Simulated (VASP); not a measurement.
TiO, 2 atoms in the cell. It takes space group F-43m (No. 216, cubic). The conventional cell has a = 4.939 Å, b = 4.939 Å, c = 4.939 Å, α = 90.00°, β = 90.00°, γ = 90.00°. Within 2.8 Å of Ti (site symmetry -43m) lie 4 O at 2.14 Å. O (site symmetry -43m) has 4 Ti at 2.14 Å within 2.8 Å. 

- Program: VASP 6.6.1
- Task: single point
- Functional: PBE-based screened hybrid with 25 % exact exchange
- Potentials or basis: VASP PAW PBE potentials, release 64 (Ti_sv, O)
- Cutoff: 520 eV
- k mesh: 5 × 5 × 5
- Occupations: fermi-dirac, width 0.05 eV
- Spin: no spin polarisation
- Dipole correction: no
- Grid for exact exchange (PRECFOCK): Normal
- Share of exact exchange: 0.25
- Further INCAR settings: ALGO = Normal; EDIFF = 1e-06; NBANDS = 16
- Screening parameter: 0.6 1/Å

Potentials or basis: VASP PAW PBE potentials, release 64 (Ti_sv, O).

Run with:

```sh
$ cat potpaw_PBE.64/Ti_sv/POTCAR potpaw_PBE.64/O/POTCAR > POTCAR
$ cp INCAR.step1 INCAR
$ mpirun -np 1 vasp_std > vasp.out
$ cp INCAR.step2 INCAR
$ mpirun -np 1 vasp_std > vasp.out
```

Hardware: 1 thread of Intel Xeon 8259CL, on a shared host.

Q: Estimate the wall time of this run.

A: Run time: 28 min on 1 thread of Intel Xeon 8259CL (shared host), peak memory 0.27 GiB. Counts: k points 10.
